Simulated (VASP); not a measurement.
HfB2, 3 atoms in the cell. It takes space group P6/mmm (No. 191, hexagonal). Conventional cell: a = 3.168 Å, b = 3.168 Å, c = 3.490 Å, α = 90.00°, β = 90.00°, γ = 120.00°. Hf (site symmetry 6/mmm) has 12 B at 2.53 Å and 6 Hf at 3.17 Å within 3.3 Å. B (site symmetry -6m2) has 3 B at 1.83 Å within 2.4 Å.  This cell differs from its parent crystal: volume scaled by 1.04.

| Quantity | Value |
| --- | --- |
| Program | VASP 6.6.1 |
| Task | single point |
| Functional | PBE |
| Dispersion | D4 |
| Potentials or basis | VASP PAW PBE potentials, release 64 (Hf_pv, B) |
| Cutoff | 520 eV |
| k mesh | 8 × 8 × 8 |
| Occupations | gaussian, width 0.05 eV |
| Spin | no spin polarisation |
| Dipole correction | no |
| Further INCAR settings | ALGO = Normal; EDIFF = 1e-06; NBANDS = 15 |

Potentials or basis: VASP PAW PBE potentials, release 64 (Hf_pv, B).

The run is started by

```console
$ cat potpaw_PBE.64/Hf_pv/POTCAR potpaw_PBE.64/B/POTCAR > POTCAR
$ mpirun -np 1 vasp_std > vasp.out
```

Hardware: 1 thread of Intel Xeon 6975P-C, on a shared host.

Problem. Estimate the wall time of this run.

Solution. It took 12 s on 1 thread of Intel Xeon 6975P-C (shared host), peak memory 0.16 GiB. Counts: scf iterations 13, k points 50.
